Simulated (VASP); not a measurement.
Runs of VASP 6.6.1 on SbW (CsCl type). The structure is that of space group Pm-3m (No. 221), or close to it. The cells are those of the table. 

```csv
cell,k mesh,gap on the mesh (eV),pressure (GPa)
"a = 3.142 Å, 2 atoms",12 × 12 × 12,none,(a)
"a = 3.038 Å, 2 atoms","12 × 12 × 12, shifted",none,92.2
"a = 2.677 Å, 2 atoms",12 × 12 × 12,none,505.1
"a = 2.928 Å, 2 atoms",12 × 12 × 12,none,(b)
"a = 2.808 Å, 2 atoms",12 × 12 × 12,none,290.3
"a = 3.038 Å, 2 atoms",12 × 12 × 12,none,92.4
```

Alike in all rows: task single point; level PBE; potentials or basis VASP PAW PBE potentials, release 64 (W_sv, Sb); no spin polarisation; cutoff (eV) 520; smearing fermi-dirac 0.08 eV.

Task: Fill in the values left out.

Result: (a) 46.6; (b) 166.6.

Caveats: spin-orbit coupling is left out, which moves the levels of the heavy elements.

A k mesh can miss the band edges, and the runs leave out spin-orbit coupling on Sb, W.

A gap of «none» marks levels without a gap at the run's occupations.
